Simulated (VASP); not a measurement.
# Ir: density of states with LDA

Crystal: Ir.

```xyz
1
Lattice="2.5268 0.0000 0.0000 0.0000 2.5268 0.0000 0.0000 0.0000 2.5268" Properties=species:S:1:pos:R:3 pbc="T T T"
Ir    0.0000    0.0000    0.0000
```

```yaml
Program: VASP 6.6.1
Task: density of states
Functional: LDA
Potentials_or_basis: VASP PAW LDA potentials, release 64 (Ir)
Cutoff: 520 eV
k_mesh: 15 × 15 × 15
Occupations: fermi-dirac, width 0.1 eV
Spin: no spin polarisation
Dipole_correction: no
k_mesh_for_the_DOS: 23 × 23 × 23
Occupations_for_the_DOS: tetrahedron
Further_INCAR_settings: ALGO = Normal; EDIFF = 1e-06
```

* Valence electrons inside the program's atomic spheres: Ir 8.41

Levels at points of the mesh, in eV from the Fermi level:
```csv
k point,band 3,band 4,band 5,band 6,band 7,band 8
"(0.00, 0.00, 0.00)",-6.41,1.42,1.42,1.42,15.89,15.89
```

Wall time 68 s on 1 thread of AMD EPYC 7R13, with other jobs on the host, peak memory 0.14 GiB.

Caveat: spin-orbit coupling is left out, which moves the levels of the heavy elements.
